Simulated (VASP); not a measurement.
Write the native input for VASP 6.6.1 that does the following.

```
Task                   : relaxation of cell and atoms
Functional             : PBE
Potentials or basis    : VASP PAW PBE potentials, release 64 (C)
Cutoff                 : 600 eV
k mesh                 : 6 × 6 × 6
Occupations            : gaussian, width 0.1 eV
Spin                   : no spin polarisation
Dipole correction      : no
Further INCAR settings : ALGO = Normal; EDIFF = 1e-07; IBRION = 2; EDIFFG = -0.04; NSW = 90; ISIF = 3
```

The structure of C lies in POSCAR:

```
C
1.0
    3.1539890500      0.0000000000      0.0000000000
    0.0000000000      3.1539890500      0.0000000000
    0.0000000000      0.0000000000      2.5063951700
C
4
Direct
    0.2638941600      0.0000000000      0.0000000000
    0.7361058400      0.0000000000      0.0000000000
    0.0000000000      0.2638941600      0.5000000000
    0.0000000000      0.7361058400      0.5000000000
```

The input as run:

INCAR

```
SYSTEM = C
  PREC = Accurate
  ENCUT = 600
  EDIFF = 1E-7
  ISMEAR = 0
  SIGMA = 0.1
  LREAL = .False.
  LASPH = .True.
  NELM = 120
  ALGO = Normal
  ISIF = 3
  LWAVE = .False.
  LCHARG = .False.
  GGA = PE
  IBRION = 2
  NSW = 90
  EDIFFG = -0.04
  GGA_COMPAT = .False.
  NELMIN = 4
```

KPOINTS

```
Automatic mesh
0
Gamma
  6 6 6
  0 0 0
```

Potentials or basis: VASP PAW PBE potentials, release 64 (C).

Launch:

```sh
$ cat potpaw_PBE.64/C/POTCAR > POTCAR
$ mpirun -np 1 vasp_std > vasp.out
```

It gave:

* Relaxed volume: 7.05 Å³/atom
* Relaxed cell: a = 3.461 Å, b = 3.461 Å, c = 2.353 Å, α = 90.00°, β = 90.00°, γ = 90.00°
* Space group after relaxing (to 0.05 Å): P4_2/mmc (No. 131)
* Energy gained by relaxing: 474.5 meV/atom
* Ionic steps: 12
* Pressure after relaxing: 0.0 GPa
* Band gap on the k mesh: zero (band 8 reaches 11.51 eV, above the bottom of band 9 at 6.59 eV)

Caveat: the k points lie up to 0.45 Å⁻¹ apart in the final cell.

It took 48 s on 1 thread of Intel(R) Xeon(R) Platinum 8559C (Emerald Rapids), with other jobs on the host, peak memory 0.14 GiB.
